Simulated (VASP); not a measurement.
# AlN (P6_3mc) in VASP: a series of runs

The runs below take AlN through single point, relaxation of the atoms, with PBE.

Everything below comes from runs of VASP 6.6.1. Logs are shortened: lines on timing, memory, paths and dates and some standing lists are left out, and cuts for length are marked.

## (1) The cell of the first run

Symmetry: P6_3mc, No. 186, hexagonal system. The conventional cell has a = 3.110 Å, b = 3.110 Å, c = 4.980 Å, α = 90.00°, β = 90.00°, γ = 120.00°. Al (site symmetry 3m) has 4 N at 1.89 to 1.90 Å within 2.5 Å. Within 2.5 Å of N (site symmetry 3m) lie 4 Al at 1.89 to 1.90 Å.

## (2) Single point, PBE

File INCAR:

```
SYSTEM = AlN
  ALGO = Normal
  EDIFF = 1E-6
  ENCUT = 600
  GGA = PE
  GGA_COMPAT = .FALSE.
  ISIF = 2
  ISMEAR = -1
  LASPH = .TRUE.
  LCHARG = .TRUE.
  LELF = .TRUE.
  LREAL = .FALSE.
  LVHAR = .TRUE.
  LWAVE = .FALSE.
  NBANDS = 16
  NELM = 120
  PREC = Accurate
  SIGMA = 0.02
```

File KPOINTS:

```
k-points
0
G
  11 11 6
  0 0 0
```

File POSCAR:

```
AlN
1.0
    3.1100000000      0.0000000000      0.0000000000
   -1.5550000000      2.6933390058      0.0000000000
    0.0000000000      0.0000000000      4.9800000000
Al N
2 2
Direct
    0.6666666667      0.3333333333      0.0000000000
    0.3333333333      0.6666666667      0.5000000000
    0.6666666667      0.3333333333      0.3820000000
    0.3333333333      0.6666666667      0.8820000000
```

Potentials or basis: VASP PAW PBE potentials, release 64 (Al, N).

Run with:

```console
$ cat potpaw_PBE.64/Al/POTCAR potpaw_PBE.64/N/POTCAR > POTCAR
$ mpirun -np 1 vasp_std > vasp.out
```

OUTCAR:

```text
SYSTEM = AlN
   EDIFF = 1E-6
   ENCUT = 600
   GGA = PE
   ISIF = 2
   ISMEAR = -1
   LASPH = .TRUE.
   LREAL = .FALSE.
   NELM = 120
   PREC = Accurate

 ion  position               nearest neighbor table
   1  0.667  0.333  0.000-   4 1.89   4 1.89   4 1.89   3 1.90   2 3.07   2 3.07   2 3.07   2 3.07
                             2 3.07   2 3.07
   2  0.333  0.667  0.500-   3 1.89   3 1.89   3 1.89   4 1.90   1 3.07   1 3.07   1 3.07   1 3.07
                             1 3.07   1 3.07
   3  0.667  0.333  0.382-   2 1.89   2 1.89   2 1.89   1 1.90
   4  0.333  0.667  0.882-   1 1.89   1 1.89   1 1.89   2 1.90

  LATTYP: Found a hexagonal cell.
 ALAT       =     3.1100000000
 C/A-ratio  =     1.6012861736

  Lattice vectors:

 A1 = (   3.1100000000,   0.0000000000,   0.0000000000)
 A2 = (  -1.5550000000,   2.6933390058,   0.0000000000)
 A3 = (   0.0000000000,   0.0000000000,   4.9800000000)

Analysis of symmetry for initial positions (statically):
=====================================================================
 Subroutine PRICEL returns:
 Original cell was already a primitive cell.

 Routine SETGRP: Setting up the symmetry group for a
 hexagonal supercell.

 Subroutine GETGRP returns: Found 12 space group operations
 (whereof  6 operations were pure point group operations)
 out of a pool of 24 trial point group operations.

The static configuration has the point symmetry C_3v.
 The point group associated with its full space group is C_6v.

Analysis of symmetry for dynamics (positions and initial velocities):
=====================================================================
 Subroutine PRICEL returns:
 Original cell was already a primitive cell.

 Routine SETGRP: Setting up the symmetry group for a
 hexagonal supercell.

 Subroutine GETGRP returns: Found 12 space group operations
 (whereof  6 operations were pure point group operations)
 out of a pool of 24 trial point group operations.

The dynamic configuration has the point symmetry C_3v.
 The point group associated with its full space group is C_6v.

 Subroutine INISYM returns: Found 12 space group operations
 (whereof  6 operations are pure point group operations),
 and found     1 'primitive' translations

----------------------------------------------------------------------------------------

                                     Primitive cell

  volume of cell :      41.7139

  direct lattice vectors                    reciprocal lattice vectors
     3.110000000  0.000000000  0.000000000     0.321543408  0.185643173  0.000000000
    -1.555000000  2.693339006  0.000000000     0.000000000  0.371286347  0.000000000
     0.000000000  0.000000000  4.980000000     0.000000000  0.000000000  0.200803213

  length of vectors
     3.110000000  3.110000000  4.980000000     0.371286347  0.371286347  0.200803213

  position of ions in fractional coordinates (direct lattice)
     0.666666667  0.333333333  0.000000000
     0.333333333  0.666666667  0.500000000
     0.666666667  0.333333333  0.382000000
     0.333333333  0.666666667  0.882000000

  ion indices of the primitive-cell ions
   primitive index   ion index
                 1           1
                 2           2
                 3           3
                 4           4

----------------------------------------------------------------------------------------

 KPOINTS: k-points

Automatic generation of k-mesh.
 Grid dimensions read from file:
 generate k-points for:   11   11    6

 Generating k-lattice:

  Cartesian coordinates                     Fractional coordinates (reciprocal lattice)
     0.029231219  0.016876652  0.000000000     0.090909091  0.000000000  0.000000000
     0.000000000  0.033753304  0.000000000     0.000000000  0.090909091  0.000000000
     0.000000000  0.000000000  0.033467202     0.000000000  0.000000000  0.166666667

  Length of vectors
     0.033753304  0.033753304  0.033467202

  Shift w.r.t. Gamma in fractional coordinates (k-lattice)
     0.000000000  0.000000000  0.000000000

 Subroutine IBZKPT returns following result:
 ===========================================

 Found     64 irreducible k-points:

 Following reciprocal coordinates:
            Coordinates               Weight
  0.000000  0.000000  0.000000      1.000000
  0.090909  0.000000  0.000000      6.000000
  0.181818  0.000000  0.000000      6.000000
  0.272727  0.000000  0.000000      6.000000
  0.363636  0.000000  0.000000      6.000000
  0.454545  0.000000  0.000000      6.000000
[... 16 lines left out ...]
  0.090909  0.090909  0.166667     12.000000
  0.181818  0.090909  0.166667     24.000000
 [... further k-points ...]
   k-points           NKPTS =     64   k-points in BZ     NKDIM =     64   number of bands    NBANDS=     16
   number of dos      NEDOS =    301   number of ions     NIONS =      4
   total plane-waves  NPLWV =  31360
   dimension x,y,z NGX =    28 NGY =   28 NGZ =   40
[... 40 lines left out ...]
   LHFCALC =     F    Hartree Fock is set to
   AEXX    =    0.0000 exact exchange contribution
   IVDW    =     0    specifies the selected vdW correction
   LEPSILON=     F    determine dielectric tensor
   LRPA    =     F    only Hartree local field effects (RPA)
 non-spin polarized calculation
  energy-cutoff  :      600.00
  volume of cell :       41.71
 maximum number of plane-waves:      1412
 NGX is ok and might be reduce to    28
   NGX = 13   NGY = 13   NGZ = 19

 number of electron      15.9999999 magnetization

 Free energy of the ion-electron system (eV)
  ---------------------------------------------------
  ext. energy  EPLUGINS =         0.00000000
  ---------------------------------------------------
  free energy    TOTEN  =       -29.77355155 eV

  energy without entropy =      -29.77355155  energy(sigma->0) =      -29.77355155

 E-fermi :   6.6247     XC(G=0): -10.9162

 val. band max:        6.1714322156   @ k =   0.0000   0.0000   0.0000
 cond. band min:      10.3858290420   @ k =   0.0000   0.0000   0.0000
 fundamental gap:      4.2143968264
 Fermi energy:         6.6247098925

 k-point     1 :       0.0000    0.0000    0.0000
  band No.  band energies     occupation
      1      -9.0307      2.00000
      2      -6.8805      2.00000
      3       0.1682      2.00000
      4       5.2982      2.00000
      5       5.2982      2.00000
      6       5.9488      2.00000
[... 8 lines left out ...]
     15      19.3147      0.00000
     16      19.3147      0.00000

 k-point     2 :       0.0909    0.0000    0.0000
  band No.  band energies     occupation
      1      -8.9252      2.00000
      2      -6.8209      2.00000
      3       0.2935      2.00000
      4       4.8125      2.00000
      5       5.1609      2.00000
      6       5.4686      2.00000
[... 8 lines left out ...]
     15      19.3285      0.00000
     16      19.3852      0.00000

 k-point     3 :       0.1818    0.0000    0.0000
  band No.  band energies     occupation
      1      -8.6198      2.00000
      2      -6.6610      2.00000
      3       0.6620      2.00000
      4       3.6688      2.00000
      5       4.4875      2.00000
      6       4.8495      2.00000
[... 8 lines left out ...]
     15      18.4697      0.00000
     16      18.8902      0.00000

 k-point     4 :       0.2727    0.0000    0.0000
  band No.  band energies     occupation
      1      -8.1521      2.00000
      2      -6.4624      2.00000
      3       1.2460      2.00000
      4       2.4010      2.00000
      5       3.4482      2.00000
      6       4.5100      2.00000
[... 8 lines left out ...]
     15      18.2582      0.00000
     16      19.7712      0.00000
[... 324 lines left out ...]
 k-point    22 :       0.4545    0.0000    0.1667
  band No.  band energies     occupation
      1      -7.0865      2.00000
      2      -6.3929      2.00000
      3       0.6296      2.00000
      4       1.6899      2.00000
      5       3.1199      2.00000
      6       4.1678      2.00000
[... 8 lines left out ...]
     15      18.5531      0.00000
     16      21.3268      0.00000

 k-point    23 :       0.0909    0.0909    0.1667
  band No.  band energies     occupation
      1      -8.6176      2.00000
      2      -6.8980      2.00000
      3       0.8512      2.00000
      4       4.2556      2.00000
      5       4.2976      2.00000
      6       5.0783      2.00000
[... 8 lines left out ...]
     15      18.7118      0.00000
     16      19.4311      0.00000

 k-point    24 :       0.1818    0.0909    0.1667
  band No.  band energies     occupation
      1      -8.2366      2.00000
      2      -6.6887      2.00000
      3       1.2015      2.00000
      4       3.1360      2.00000
      5       3.5348      2.00000
      6       4.6507      2.00000
[... 8 lines left out ...]
     15      18.6024      0.00000
     16      19.6751      0.00000

 [... further k-points ...]

------------------------ aborting loop because EDIFF is reached ----------------------------------------

  FORCE on cell =-STRESS in cart. coord.  units (eV):
  Direction    XX          YY          ZZ          XY          YZ          ZX
  --------------------------------------------------------------------------------------
  -------------------------------------------------------------------------------------
  Total        0.9845902      0.9845902      0.9631402      0.0000000      0.0000000      0.0000000
  in kB       37.8168479     37.8168479     36.9929817      0.0000000      0.0000000      0.0000000
  external PRESSURE =      37.5422259 kB  Pullay stress =       0.0000000 kB

 VOLUME and BASIS-vectors are now :
 -----------------------------------------------------------------------------
  energy-cutoff  :      600.00
  volume of cell :       41.71
      direct lattice vectors                 reciprocal lattice vectors
     3.110000000  0.000000000  0.000000000     0.321543408  0.185643173  0.000000000
    -1.555000000  2.693339006  0.000000000     0.000000000  0.371286347  0.000000000
     0.000000000  0.000000000  4.980000000     0.000000000  0.000000000  0.200803213

 POSITION                                       TOTAL-FORCE (eV/Angst)
 -----------------------------------------------------------------------------------
      1.55500      0.89778      0.00000         0.000000     -0.000000      0.008637
     -0.00000      1.79556      2.49000        -0.000000      0.000000      0.008637
      1.55500      0.89778      1.90236        -0.000000      0.000000     -0.008637
     -0.00000      1.79556      4.39236         0.000000     -0.000000     -0.008637
 -----------------------------------------------------------------------------------
    total drift:                               -0.000000     -0.000000      0.000577

  FREE ENERGIE OF THE ION-ELECTRON SYSTEM (eV)
  ---------------------------------------------------
  free  energy   TOTEN  =       -29.7735515531 eV

  energy  without entropy=      -29.7735515531  energy(sigma->0) =      -29.77355155
```

Wall time 62 s (1 thread of Intel Xeon 8259CL, shared host); peak memory 0.2 GiB.

What came out:

```
Free energy            : -29.7736 eV
Pressure               : 3.8 GPa
Largest force          : 0.009 eV/Å
Band gap on the k mesh : 4.21 eV
```

Forces on the atoms (eV/Å):
```
Al   0.000  0.000  0.009
Al   0.000  0.000  0.009
N    0.000  0.000 -0.009
N    0.000  0.000 -0.009
```

Caveat: the cell stands under pressure; an odd mesh through Γ misses points on the zone boundary, where band edges can lie.

## (3) Relaxation of the atoms, PBE (10.22 Å³/atom)

This run uses another cell than the first one, of 10.22 Å³/atom.

File INCAR:

```
ALGO = Normal
EDIFF = 1E-7
EDIFFG = -0.02
ENCUT = 520
GGA = PE
GGA_COMPAT = F
IBRION = 2
ISIF = 2
ISMEAR = -1
LASPH = T
LCHARG = F
LREAL = F
LWAVE = F
NELM = 120
NELMIN = 4
NSW = 80
PREC = Accurate
SIGMA = 0.02
```

File KPOINTS:

```
k-points
0
Gamma
  11 11 6
```

File POSCAR:

```
AlN
1.0
    3.0891268879      0.0000000000      0.0000000000
   -1.5445634439      2.6752623604      0.0000000000
    0.0000000000      0.0000000000      4.9465761741
Al N
2 2
Direct
    0.6666666667      0.3333333333      0.0000000000
    0.3333333333      0.6666666667      0.5000000000
    0.6666666667      0.3333333333      0.3820000000
    0.3333333333      0.6666666667      0.8820000000
```

Potentials or basis: VASP PAW PBE potentials, release 64 (Al, N).

Run with:

```console
$ cat potpaw_PBE.64/Al/POTCAR potpaw_PBE.64/N/POTCAR > POTCAR
$ mpirun -np 1 vasp_std > vasp.out
```

It took 39 s on 1 thread of Intel Xeon 8259CL, shared host; peak memory 0.17 GiB.

The run converged. Its results:

* Free energy: -29.7387 eV
* Pressure after relaxing: 8.3 GPa
* Band gap on the k mesh: 4.39 eV

Stress tensor (GPa, compression positive):
```
8.40 0.00 0.00
0.00 8.40 0.00
0.00 0.00 8.01
```

Final structure:
```
Al N
1.0
     3.08913    0.00000    0.00000
    -1.54456    2.67526    0.00000
     0.00000    0.00000    4.94658
Al N
2 2
Direct
  0.66667 0.33333 0.00000
  0.33333 0.66667 0.50000
  0.66667 0.33333 0.38200
  0.33333 0.66667 0.88200
```

Levels at points of the mesh, in eV from the valence-band top:
```csv
k point,band 5,band 6,band 7,band 8,band 9,band 10,band 11,band 12
"(0.00, 0.00, 0.00)",-0.88,-0.23,-0.23,0.00,4.39,6.84,10.79,11.30
"(0.00, 0.00, 0.50)",-0.56,-0.56,-0.56,-0.56,6.65,6.65,10.49,10.49
```

Caveat: the relaxation stopped at its first step, so nothing moved; an odd mesh through Γ misses points on the zone boundary, where band edges can lie.

## (4) Relaxation of the atoms, PBE (z stretched by -3 %)

File INCAR:

```
PREC     = Accurate       # precision mode
ENCUT    = 520            # plane-wave cutoff, eV
EDIFF    = 1E-6           # SCF threshold, eV
ISMEAR   = -1             # smearing method
SIGMA    = 0.02           # smearing width, eV
LREAL    = F              # projectors in reciprocal space
LASPH    = T              # aspherical terms in the spheres
NELM     = 100            # most SCF steps
ALGO     = Normal         # electronic algorithm
ISIF     = 2              # what is computed and relaxed
LWAVE    = F              # write WAVECAR
LCHARG   = F              # write CHGCAR
GGA      = PE             # functional
IBRION   = 2              # ionic algorithm
NSW      = 80             # ionic steps
EDIFFG   = -0.02          # ionic threshold
```

File KPOINTS:

```
Automatic mesh
0
Gamma
  11 11 6
```

File POSCAR:

```
AlN
1.0
    3.1100000000      0.0000000000      0.0000000000
   -1.5550000000      2.6933390058      0.0000000000
    0.0000000000      0.0000000000      4.8306000000
Al N
2 2
Direct
    0.6666666667      0.3333333333      0.0000000000
    0.3333333333      0.6666666667      0.5000000000
    0.6666666667      0.3333333333      0.3820000000
    0.3333333333      0.6666666667      0.8820000000
```

Run with:

```console
$ cat potpaw_PBE.64/Al/POTCAR potpaw_PBE.64/N/POTCAR > POTCAR
$ mpirun -np 1 vasp_std > vasp.out
```

Wall time 26 s (1 thread of AMD EPYC 9R45 (Zen 5), shared host); peak memory 0.13 GiB.

Results (log left out):

- Free energy: -29.6969 eV
- Energy gained by relaxing: 3.8 meV/atom
- Ionic steps: 3
- Pressure after relaxing: 10.1 GPa
- Band gap on the k mesh: 4.30 eV

Stress tensor (GPa, compression positive):
```
 7.79  0.00  0.00
 0.00  7.79  0.00
 0.00  0.00 14.71
```

The path:
| step | energy change (eV) | largest force (eV/Å) | pressure (GPa) |
| --- | --- | --- | --- |
| 1 | 0.0000 | 0.4812 | 10.58 |
| 2 | -0.0128 | 0.1766 | 9.97 |
| 3 | -0.0152 | 0.0012 | 10.09 |

Final structure:
```
Al N
1.0
     3.11000    0.00000    0.00000
    -1.55500    2.69334    0.00000
     0.00000    0.00000    4.83060
Al N
2 2
Direct
  0.66667 0.33333 0.99662
  0.33333 0.66667 0.49662
  0.66667 0.33333 0.38538
  0.33333 0.66667 0.88538
```

Levels at points of the mesh, in eV from the valence-band top:
```tsv
k point	band 6	band 7	band 8	band 9	band 10	band 11
(0.00, 0.00, 0.00)	-0.51	-0.51	0.00	4.30	6.46	10.87
(0.00, 0.00, 0.50)	-0.89	-0.89	-0.89	6.46	6.46	10.51
```

Caveat: the cell differs from its parent crystal (z stretched by -3 %); an odd mesh through Γ misses points on the zone boundary, where band edges can lie.

## (5) Relaxation of the atoms, PBE (10.22 Å³/atom)

This run uses another cell than the first one, of 10.22 Å³/atom.

File INCAR:

```
SYSTEM = AlN
  PREC = Accurate
  ENCUT = 520
  EDIFF = 1E-7
  ISMEAR = -1
  SIGMA = 0.02
  LREAL = .False.
  LASPH = .True.
  NELM = 80
  ALGO = Normal
  ISIF = 2
  LWAVE = .False.
  LCHARG = .False.
  GGA = PE
  IBRION = 2
  NSW = 80
  EDIFFG = -0.02
```

File KPOINTS:

```
Automatic mesh
0
Gamma
  11 11 6
  0 0 0
```

File POSCAR:

```
AlN
1.0
    3.0891268879      0.0000000000      0.0000000000
   -1.5445634439      2.6752623604      0.0000000000
    0.0000000000      0.0000000000      4.9465761741
Al N
2 2
Direct
    0.6666666667      0.3333333333      0.0000000000
    0.3333333333      0.6666666667      0.5000000000
    0.6666666667      0.3333333333      0.3820000000
    0.3333333333      0.6666666667      0.8820000000
```

Run with:

```console
$ cat potpaw_PBE.64/Al/POTCAR potpaw_PBE.64/N/POTCAR > POTCAR
$ mpirun -np 1 vasp_std > vasp.out
```

It took 16 s on 1 thread of AMD EPYC 9R45 (Zen 5), shared host; peak memory 0.14 GiB.

It converged, with:

```
Free energy             : -29.7387 eV
Pressure after relaxing : 8.3 GPa
Band gap on the k mesh  : 4.39 eV
```

Stress tensor (GPa, compression positive):
```
8.40 0.00 0.00
0.00 8.40 0.00
0.00 0.00 8.01
```

Final structure:
```
CELL_PARAMETERS angstrom
3.08913 0.00000 0.00000
-1.54456 2.67526 0.00000
0.00000 0.00000 4.94658
ATOMIC_POSITIONS crystal
Al 0.66667 0.33333 0.00000
Al 0.33333 0.66667 0.50000
N 0.66667 0.33333 0.38200
N 0.33333 0.66667 0.88200
```

Levels at points of the mesh, in eV from the valence-band top:
| k point | band 4 | band 5 | band 6 | band 7 | band 8 | band 9 | band 10 | band 11 | band 12 |
| --- | --- | --- | --- | --- | --- | --- | --- | --- | --- |
| (0.00, 0.00, 0.00) | -0.88 | -0.88 | -0.23 | -0.23 | 0.00 | 4.39 | 6.84 | 10.79 | 11.30 |
| (0.00, 0.00, 0.50) | -3.37 | -0.56 | -0.56 | -0.56 | -0.56 | 6.65 | 6.65 | 10.49 | 10.49 |

Caveat: the relaxation stopped at its first step, so nothing moved; an odd mesh through Γ misses points on the zone boundary, where band edges can lie.

## (6) Summary

```tsv
task	cell	cutoff (eV)	gap on the mesh (eV)	pressure (GPa)
single point	a = 3.110, b = 3.110, c = 4.980 Å, angles 90.0, 90.0, 120.0°, 4 atoms	600	4.21	3.8
relaxation of the atoms	atoms relaxed from a = 3.089, b = 3.089, c = 4.947 Å, angles 90.0, 90.0, 120.0°, 4 atoms	520	4.39	8.3
relaxation of the atoms	atoms relaxed from a = 3.110, b = 3.110, c = 4.831 Å, angles 90.0, 90.0, 120.0°, 4 atoms	520	4.30	10.1
```

Alike in all rows: level PBE; potentials or basis VASP PAW PBE potentials, release 64 (Al, N); no spin polarisation; k mesh 11 × 11 × 6; smearing fermi-dirac 0.02 eV.

Caveats: an odd mesh through Γ misses points on the zone boundary, where band edges can lie; the cell stands under pressure (at least some runs); the relaxation stopped at its first step, so nothing moved (at least some runs).

Total energies depend on the potentials used, so only differences within one code and one set of settings carry meaning.
